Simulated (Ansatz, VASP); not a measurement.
**One calculation of HfO2, two programs**

```
CELL_PARAMETERS angstrom
4.88129 0.00000 0.00000
0.00000 4.88129 0.00000
0.00000 0.00000 3.23803
ATOMIC_POSITIONS crystal
Hf 0.97501 0.97501 0.00000
Hf 0.50000 0.50000 0.50000
O 0.19484 0.80516 0.50000
O 0.30516 0.30516 0.00000
O 0.69484 0.69484 0.00000
O 0.80516 0.19484 0.50000
```

Alike in both runs: task single point; functional PBE; k mesh 6 × 6 × 8; occupations gaussian, width 0.05 eV; no spin polarisation.

```csv
,VASP,Ansatz
version,VASP 6.6.1,Ansatz 0.2.0
potentials or method,"VASP PAW PBE potentials, release 64 (Hf_pv, O), cutoff 520 eV","scalar-relativistic, plane waves, PAW"
valence electrons in the cell,44,76
```

Ansatz gave:

| Quantity | Value |
| --- | --- |
| gap on the k mesh at the Fermi level (eV) | 3.64 |
| least direct gap on the mesh (eV) | 3.64 |
| pressure (GPa) | 1.6 |
| traceless stress, the component that is largest in VASP (GPa) | 3.77 |
| rms of the force components (eV/Å) | 0.959 |

Problem. What did VASP give for the same quantities?

Solution. gap on the k mesh at the Fermi level (eV): 3.59; least direct gap on the mesh (eV): 3.59; pressure (GPa): -1.1; traceless stress, the component that is largest in VASP (GPa): 3.79; rms of the force components (eV/Å): 0.961.

Atom by atom the forces differ by 0.029 eV/Å (rms over components). With one functional, cell and mesh, what is left measures potentials, basis and numerics. VASP's potentials hold 44 valence electrons a cell and Ansatz's 76, so a difference there can come from the potentials and not from the codes.

Neither program's run includes spin-orbit coupling.
